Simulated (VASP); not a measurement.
Au: single point with LDA

Crystal: Au.

```
Au
1.0
    -2.97439    3.38336    1.33917
     3.38336   -2.97439    1.33917
     1.93829    1.93829   -0.59014
Au
2
Direct
  0.00731 0.99269 0.00000
  0.74269 0.25731 0.50000
```

```json
{
  "Program": "VASP 6.6.1",
  "Task": "single point",
  "Functional": "LDA",
  "Potentials or basis": "VASP PAW LDA potentials, release 64 (Au)",
  "Cutoff": "520 eV",
  "k mesh": "13 × 13 × 9",
  "Occupations": "fermi-dirac, width 0.1 eV",
  "Spin": "no spin polarisation"
}
```

| Item | Value |
| --- | --- |
| Pressure | 0.5 GPa |
| Band gap on the k mesh | zero (bands 11 and 12 overlap by 5.01 eV) |

Forces in eV/Å, atoms in the order of the input:
```
Au  -0.002  0.002  0.000
Au   0.002 -0.002  0.000
```

Levels at points of the mesh, in eV from the Fermi level:
| k point | band 8 | band 9 | band 10 | band 11 | band 12 | band 13 | band 14 | band 15 |
| --- | --- | --- | --- | --- | --- | --- | --- | --- |
| (0.00, 0.00, 0.00) | -2.69 | -2.25 | -2.00 | -1.40 | -0.10 | 4.02 | 11.26 | 15.47 |

It took 2.1 min on 1 thread of Intel(R) Xeon(R) 6975P-C (Granite Rapids), on a shared host, peak memory 0.47 GiB.

Caveat: spin-orbit coupling is left out, which moves the levels of the heavy elements.
